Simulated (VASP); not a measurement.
# BaTiO3 (P4mm) in VASP: density of states with PBEsol

Aim: the density of states of BaTiO3 with PBEsol.

Program: VASP 6.6.1. These are calculated values, not measurements. Logs are shortened: lines on timing, memory, paths and dates and some standing lists are left out, and cuts for length are marked.

### 1 The cell of the first run

The structure is tetragonal, space group P4mm (No. 99). The conventional cell has a = 4.000 Å, b = 4.000 Å, c = 4.018 Å, α = 90.00°, β = 90.00°, γ = 90.00°. Ba (site symmetry 4mm) has 12 O at 2.79 to 2.88 Å and 8 Ti at 3.45 to 3.49 Å within 3.7 Å. Ti (site symmetry 4mm) has 6 O at 1.89 to 2.13 Å within 2.5 Å. O (site symmetry 4mm) has 2 Ti at 1.89 to 2.13 Å within 2.5 Å. O (site symmetry 2mm) has 2 Ti at 2.00 Å within 2.7 Å.

### 2 Density of states, PBEsol

Input file POSCAR:

```
BaTiO3
1.0
    3.9998000000      0.0000000000      0.0000000000
    0.0000000000      3.9998000000      0.0000000000
    0.0000000000      0.0000000000      4.0180000000
Ba Ti O
1 1 3
Direct
    0.0000000000      0.0000000000      0.0000000000
    0.5000000000      0.5000000000      0.4900000000
    0.5000000000      0.5000000000      0.0190000000
    0.5000000000      0.0000000000      0.5170000000
    0.0000000000      0.5000000000      0.5170000000
```

Input file INCAR.step1:

```
PREC = Accurate
ENCUT = 520
EDIFF = 1E-7
ISMEAR = 0
SIGMA = 0.01
LREAL = F
LASPH = T
NELM = 100
ALGO = Normal
ISIF = 2
LWAVE = F
LCHARG = T
LMAXMIX = 4
GGA = PS
NBANDS = 28
```

Input file KPOINTS.step1:

```
Automatic mesh
0
Gamma
  6 6 6
```

Input file INCAR.step2:

```
PREC = Accurate
ENCUT = 520
EDIFF = 1E-7
ISMEAR = -5
SIGMA = 0.01
LREAL = F
LASPH = T
NELM = 100
ALGO = Normal
ISIF = 2
LWAVE = F
LCHARG = F
LMAXMIX = 4
GGA = PS
LORBIT = 11
NBANDS = 28
NEDOS = 2001
ICHARG = 11
```

Input file KPOINTS.step2:

```
Automatic mesh
0
Gamma
  9 9 9
```

Potentials or basis: VASP PAW PBE potentials, release 64 (Ba_sv, Ti_sv, O).

The run is started by

```sh
cat potpaw_PBE.64/Ba_sv/POTCAR potpaw_PBE.64/Ti_sv/POTCAR potpaw_PBE.64/O/POTCAR > POTCAR
cp INCAR.step1 INCAR
cp KPOINTS.step1 KPOINTS
mpirun -np 1 vasp_std > vasp.out
cp INCAR.step2 INCAR
cp KPOINTS.step2 KPOINTS
mpirun -np 1 vasp_std > vasp.out
```

OUTCAR:

```text
PREC = Accurate
   ENCUT = 520
   EDIFF = 1E-7
   ISMEAR = -5
   LREAL = F
   LASPH = T
   NELM = 100
   ISIF = 2
   GGA = PS
   LORBIT = 11
   ICHARG = 11

 ion  position               nearest neighbor table
   1  0.000  0.000  0.000-   4 2.79   5 2.79   5 2.79   4 2.79   3 2.83   3 2.83   3 2.83   3 2.83
                             4 2.88   5 2.88   5 2.88   4 2.88   2 3.45   2 3.45   2 3.45   2 3.45
   2  0.500  0.500  0.490-   3 1.89   4 2.00   5 2.00   4 2.00   5 2.00   3 2.13   1 3.45   1 3.45
                             1 3.45   1 3.45   1 3.49   1 3.49   1 3.49   1 3.49
   3  0.500  0.500  0.019-   2 1.89   2 2.13   1 2.83   1 2.83   1 2.83   1 2.83
   4  0.500  0.000  0.517-   2 2.00   2 2.00   1 2.79   1 2.79   1 2.88   1 2.88
   5  0.000  0.500  0.517-   2 2.00   2 2.00   1 2.79   1 2.79   1 2.88   1 2.88

  LATTYP: Found a simple tetragonal cell.
 ALAT       =     3.9998000000
 C/A-ratio  =     1.0045502275

  Lattice vectors:

 A1 = (   3.9998000000,   0.0000000000,   0.0000000000)
 A2 = (   0.0000000000,   3.9998000000,   0.0000000000)
 A3 = (   0.0000000000,   0.0000000000,   4.0180000000)

Analysis of symmetry for initial positions (statically):
=====================================================================
 Subroutine PRICEL returns:
 Original cell was already a primitive cell.

 Routine SETGRP: Setting up the symmetry group for a
 simple tetragonal supercell.

 Subroutine GETGRP returns: Found  8 space group operations
 (whereof  8 operations were pure point group operations)
 out of a pool of 16 trial point group operations.

The static configuration has the point symmetry C_4v.

Analysis of symmetry for dynamics (positions and initial velocities):
=====================================================================
 Subroutine PRICEL returns:
 Original cell was already a primitive cell.

 Routine SETGRP: Setting up the symmetry group for a
 simple tetragonal supercell.

 Subroutine GETGRP returns: Found  8 space group operations
 (whereof  8 operations were pure point group operations)
 out of a pool of 16 trial point group operations.

The dynamic configuration has the point symmetry C_4v.

 Subroutine INISYM returns: Found  8 space group operations
 (whereof  8 operations are pure point group operations),
 and found     1 'primitive' translations

----------------------------------------------------------------------------------------

                                     Primitive cell

  volume of cell :      64.2816

  direct lattice vectors                    reciprocal lattice vectors
     3.999800000  0.000000000  0.000000000     0.250012501  0.000000000  0.000000000
     0.000000000  3.999800000  0.000000000     0.000000000  0.250012501  0.000000000
     0.000000000  0.000000000  4.018000000     0.000000000  0.000000000  0.248880040

  length of vectors
     3.999800000  3.999800000  4.018000000     0.250012501  0.250012501  0.248880040

  position of ions in fractional coordinates (direct lattice)
     0.000000000  0.000000000  0.000000000
     0.500000000  0.500000000  0.490000000
     0.500000000  0.500000000  0.019000000
     0.500000000  0.000000000  0.517000000
     0.000000000  0.500000000  0.517000000

  ion indices of the primitive-cell ions
   primitive index   ion index
                 1           1
                 2           2
                 3           3
                 4           4
                 5           5

----------------------------------------------------------------------------------------

 KPOINTS: Automatic mesh

Automatic generation of k-mesh.
 Grid dimensions read from file:
 generate k-points for:    9    9    9

 Generating k-lattice:

  Cartesian coordinates                     Fractional coordinates (reciprocal lattice)
     0.027779167  0.000000000  0.000000000     0.111111111  0.000000000  0.000000000
     0.000000000  0.027779167  0.000000000     0.000000000  0.111111111  0.000000000
     0.000000000  0.000000000  0.027653338     0.000000000  0.000000000  0.111111111

  Length of vectors
     0.027779167  0.027779167  0.027653338

  Shift w.r.t. Gamma in fractional coordinates (k-lattice)
     0.000000000  0.000000000  0.000000000

 TETIRR: Found   1075 inequivalent tetrahedra from     4374

 Subroutine IBZKPT returns following result:
 ===========================================

 Found     75 irreducible k-points:

 Following reciprocal coordinates:
            Coordinates               Weight
  0.000000  0.000000  0.000000      1.000000
  0.111111  0.000000  0.000000      4.000000
  0.222222  0.000000  0.000000      4.000000
  0.333333  0.000000  0.000000      4.000000
  0.444444  0.000000  0.000000      4.000000
  0.111111  0.111111  0.000000      4.000000
[... 16 lines left out ...]
  0.333333  0.111111  0.111111     16.000000
  0.444444  0.111111  0.111111     16.000000
 [... further k-points ...]
   k-points           NKPTS =     75   k-points in BZ     NKDIM =     75   number of bands    NBANDS=     28
   number of dos      NEDOS =   2001   number of ions     NIONS =      5
   total plane-waves  NPLWV =  27000
   dimension x,y,z NGX =    30 NGY =   30 NGZ =   30
   dimension x,y,z NGXF=    60 NGYF=   60 NGZF=   60
   ions per type =               1   1   3
   NGX,Y,Z   is equivalent  to a cutoff of  12.47, 12.47, 12.41 a.u.
   NGXF,Y,Z  is equivalent  to a cutoff of  24.94, 24.94, 24.83 a.u.
 SYSTEM =  unknown system
   PREC   = accura    normal or accurate (medium, high low for compatibility)
   ISTART =      0    job   : 0-new  1-cont  2-samecut
   ICHARG =     11    charge: 1-file 2-atom 10-const
   ISPIN  =      1    spin polarized calculation?
   LNONCOLLINEAR =      F non collinear calculations
   LSORBIT =      F    spin-orbit coupling
   LASPH  =      T    aspherical Exc in radial PAW
   ENCUT  =  520.0 eV  38.22 Ry    6.18 a.u.   7.44  7.44  7.47*2*pi/ulx,y,z
   NELM   =    100;   NELMIN=  2; NELMDL=  0     # of ELM steps
   EDIFF  = 0.1E-06   stopping-criterion for ELM
   LREAL  =      F    real-space projection
   EDIFFG = 0.1E-05   stopping-criterion for IOM
   NSW    =      0    number of steps for IOM
   IBRION =     -1    ionic relax: 0-MD 1-quasi-New 2-CG
   NFREE  =      0    steps in history (QN), initial steepest desc. (CG)
   ISIF   =      2    stress and relaxation
   ISYM   =      2    0-nonsym 1-usesym 2-fastsym
   POTIM  = 0.5000    time-step for ionic-motion
   TEBEG  =    0.0;   TEEND  =   0.0 temperature during run
   PSTRESS=    0.0 pullay stress
   NELECT =      40.0000    total number of electrons
   NUPDOWN=      -1.0000    fix difference up-down
   EMIN   =  10.00;   EMAX   =-10.00  energy-range for DOS
   EFERMI =   0.00;   METHOD = LEGACY
   ISMEAR =    -5;   SIGMA  =   0.01  broadening in eV -4-tet -1-fermi 0-gaus
   EFERMI_NEDOS =   21; number of points for ismear=-14 and -15
   IALGO  =     38    algorithm
   IMIX   =      4    mixing-type and parameters
     AMIX     =   0.40;   BMIX     =  1.00
     AMIX_MAG =   1.60;   BMIX_MAG =  1.00
  volume/ion in A,a.u.               =      12.86        86.76
  Fermi-wavevector in a.u.,A,eV,Ry     =   1.397653  2.641181 26.578078  1.953434
  Thomas-Fermi vector in A             =   2.520888
   LORBIT       =     11    0 simple, 1 ext, 2 COOP (PROOUT), +10 PAW based schemes
   GGA     = PS    functional components
   LHFCALC =     F    Hartree Fock is set to
   AEXX    =    0.0000 exact exchange contribution
   IVDW    =     0    specifies the selected vdW correction
   LEPSILON=     F    determine dielectric tensor
   LRPA    =     F    only Hartree local field effects (RPA)
 non-spin polarized calculation
 Fermi weights with tetrahedron method with Bloechl corrections
  energy-cutoff  :      520.00
  volume of cell :       64.28
 maximum number of plane-waves:      1763
 NGX is ok and might be reduce to    30

 number of electron      39.9999978 magnetization

 Free energy of the ion-electron system (eV)
  ---------------------------------------------------
  ext. energy  EPLUGINS =         0.00000000
  ---------------------------------------------------
  free energy    TOTEN  =       -41.98782535 eV

  energy without entropy =      -41.98782535  energy(sigma->0) =      -41.98782535

 E-fermi :   3.6511     XC(G=0): -11.5000

 val. band max:        3.6385261898   @ k =   0.4444   0.4444   0.4444
 cond. band min:       5.4285241040   @ k =   0.0000   0.0000   0.0000
 fundamental gap:      1.7899979142
 Fermi energy:         3.6510847456

 k-point     1 :       0.0000    0.0000    0.0000
  band No.  band energies     occupation
      1     -52.6318      2.00000
      2     -28.9861      2.00000
      3     -28.9553      2.00000
      4     -28.9553      2.00000
      5     -21.1010      2.00000
      6     -13.1401      2.00000
[... 20 lines left out ...]
     27       8.6164      0.00000
     28      10.8041      0.00000

 k-point     2 :       0.1111    0.0000    0.0000
  band No.  band energies     occupation
      1     -52.6317      2.00000
      2     -28.9859      2.00000
      3     -28.9617      2.00000
      4     -28.9551      2.00000
      5     -21.0869      2.00000
      6     -13.1486      2.00000
[... 20 lines left out ...]
     27       8.8567      0.00000
     28      11.1052      0.00000

 k-point     3 :       0.2222    0.0000    0.0000
  band No.  band energies     occupation
      1     -52.6314      2.00000
      2     -28.9853      2.00000
      3     -28.9777      2.00000
      4     -28.9544      2.00000
      5     -21.0510      2.00000
      6     -13.2015      2.00000
[... 616 lines left out ...]
      3     -28.9902      2.00000
      4     -28.9597      2.00000
      5     -20.9893      2.00000
      6     -13.2045      2.00000
[... 20 lines left out ...]
     27      10.7449      0.00000
     28      12.1623      0.00000

 k-point    24 :       0.4444    0.1111    0.1111
  band No.  band energies     occupation
      1     -52.6306      2.00000
      2     -29.0069      2.00000
      3     -28.9898      2.00000
      4     -28.9592      2.00000
      5     -20.9638      2.00000
      6     -13.2608      2.00000
[... 20 lines left out ...]
     27      11.3677      0.00000
     28      12.2640      0.00000

 [... further k-points ...]

------------------------ aborting loop because EDIFF is reached ----------------------------------------

  FORCE on cell =-STRESS in cart. coord.  units (eV):
  Direction    XX          YY          ZZ          XY          YZ          ZX
  --------------------------------------------------------------------------------------
  -------------------------------------------------------------------------------------
  Total       -0.9393254     -0.9393254     -0.5548195      0.0000000      0.0000000      0.0000000
  in kB      -23.4120890    -23.4120890    -13.8285243      0.0000000      0.0000000      0.0000000
  external PRESSURE =     -20.2175674 kB  Pullay stress =       0.0000000 kB

 VOLUME and BASIS-vectors are now :
 -----------------------------------------------------------------------------
  energy-cutoff  :      520.00
  volume of cell :       64.28
      direct lattice vectors                 reciprocal lattice vectors
     3.999800000  0.000000000  0.000000000     0.250012501  0.000000000  0.000000000
     0.000000000  3.999800000  0.000000000     0.000000000  0.250012501  0.000000000
     0.000000000  0.000000000  4.018000000     0.000000000  0.000000000  0.248880040

 POSITION                                       TOTAL-FORCE (eV/Angst)
 -----------------------------------------------------------------------------------
      0.00000      0.00000      0.00000         0.000000      0.000000      0.056231
      1.99990      1.99990      1.96882         0.000000     -0.000000     -0.141343
      1.99990      1.99990      0.07634         0.000000      0.000000      0.322817
      1.99990      0.00000      2.07731         0.000000     -0.000000     -0.118852
      0.00000      1.99990      2.07731         0.000000      0.000000     -0.118852
 -----------------------------------------------------------------------------------
    total drift:                                0.000000      0.000000     -0.000143

  FREE ENERGIE OF THE ION-ELECTRON SYSTEM (eV)
  ---------------------------------------------------
  free  energy   TOTEN  =       -41.9878253516 eV

  energy  without entropy=      -41.9878253516  energy(sigma->0) =      -41.98782535

 total charge

# of ion       s       p       d       tot
------------------------------------------
    1        2.003   5.633   0.337   7.973
    2        2.215   6.274   1.730  10.219
    3        1.561   3.446   0.000   5.008
    4        1.558   3.446   0.000   5.004
    5        1.558   3.446   0.000   5.004
--------------------------------------------------
tot          8.896  22.246   2.066  33.208
```

Wall time 3.4 min (1 thread of Intel Xeon Platinum 8259CL at 2.50GHz (Skylake/Cascade Lake), shared host); peak memory 0.25 GiB.

What came out:

* Valence electrons inside the program's atomic spheres: Ba 7.97; Ti 10.22; O 5.01, 5.00

Levels at points of the mesh, in eV from the valence-band top:
| k point | band 18 | band 19 | band 20 | band 21 | band 22 | band 23 |
| --- | --- | --- | --- | --- | --- | --- |
| (0.00, 0.00, 0.00) | -0.24 | -0.23 | -0.23 | 1.79 | 2.01 | 2.01 |

Caveat: the PAW data sets were made with another functional, which shifts forces and pressure a little; spin-orbit coupling is left out, which moves the levels of the heavy elements.
